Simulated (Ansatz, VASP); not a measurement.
One calculation of SiO2, two programs

```
Si O
1.0
     0.00000    3.73037    3.73037
     3.73037    0.00000    3.73037
     3.73037    3.73037    0.00000
Si O
2 4
Direct
  0.50000 0.50000 0.50000
  0.75000 0.75000 0.75000
  0.62500 0.62500 0.62500
  0.12500 0.62500 0.62500
  0.62500 0.62500 0.12500
  0.62500 0.12500 0.62500
```

Alike in both runs: functional PBE; k mesh 6 × 6 × 6; occupations gaussian, width 0.02 eV; no spin polarisation.

Ansatz relaxed the structure, and its values are those at the end. VASP's run is a single point on that final structure, the one shown.

```csv
,VASP,Ansatz
version,VASP 6.6.1,Ansatz 0.2.0
potentials or method,"VASP PAW PBE potentials, release 64 (Si, O), cutoff 520 eV","scalar-relativistic, plane waves, PAW"
valence electrons in the cell,32,32
```

|  | VASP | Ansatz | Ansatz less VASP |
| --- | --- | --- | --- |
| gap on the k mesh at the Fermi level (eV) | 5.37 | 5.37 | +0.002 |
| least direct gap on the mesh (eV) | 5.38 | 5.38 | +0.002 |
| pressure (GPa) | 0.0 | 0.0 | -0.02 |

Ansatz's warnings: xc potential rough in thin density.
